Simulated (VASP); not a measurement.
Wanted: the native input for a VASP 6.6.1 run.

- Task: single point
- Functional: PBE
- Dispersion: D3(BJ)
- Potentials or basis: VASP PAW PBE potentials, release 64 (Ca_sv)
- Cutoff: 520 eV
- k mesh: 11 × 11 × 11
- Occupations: methfessel-paxton, width 0.05 eV
- Spin: no spin polarisation
- Dipole correction: no
- Further INCAR settings: ALGO = Normal; EDIFF = 1e-07; NBANDS = 11

The structure of Ca lies in POSCAR:

```
Ca
1.0
    3.4350668908      0.0000000000      0.0000000000
    0.0000000000      3.4350668908      0.0000000000
    0.0000000000      0.0000000000      3.4350668908
Ca
1
Direct
    0.0000000000      0.0000000000      0.0000000000
```

The input as run:

INCAR

```
PREC     = Accurate       # precision mode
ENCUT    = 520            # plane-wave cutoff, eV
EDIFF    = 1E-7           # SCF threshold, eV
ISMEAR   = 1              # smearing method
SIGMA    = 0.05           # smearing width, eV
LREAL    = F              # projectors in reciprocal space
LASPH    = T              # aspherical terms in the spheres
NELM     = 100            # most SCF steps
ALGO     = Normal         # electronic algorithm
ISIF     = 2              # what is computed and relaxed
LWAVE    = F              # write WAVECAR
LCHARG   = T              # write CHGCAR
GGA      = PE             # functional
IVDW     = 12             # dispersion correction
LELF     = T              # ELF
LVHAR    = T            
NBANDS   = 11             # bands
```

KPOINTS

```
regular mesh
0
Gamma
  11 11 11
```

Potentials or basis: VASP PAW PBE potentials, release 64 (Ca_sv).

Command:

```console
$ cat potpaw_PBE.64/Ca_sv/POTCAR > POTCAR
$ mpirun -np 1 vasp_std > vasp.out
```

It gave:

* Pressure: 0.1 GPa
* Band gap on the k mesh: zero (band 5 reaches 2.60 eV, above the bottom of band 6 at 1.77 eV)
* Dispersion energy per atom: -0.241 eV

Caveat: pairwise dispersion overbinds metals, which lowers pressure and volume.

It took 12 s on 1 thread of Intel(R) Xeon(R) Platinum 8559C (Emerald Rapids), on a shared host, peak memory 0.17 GiB.
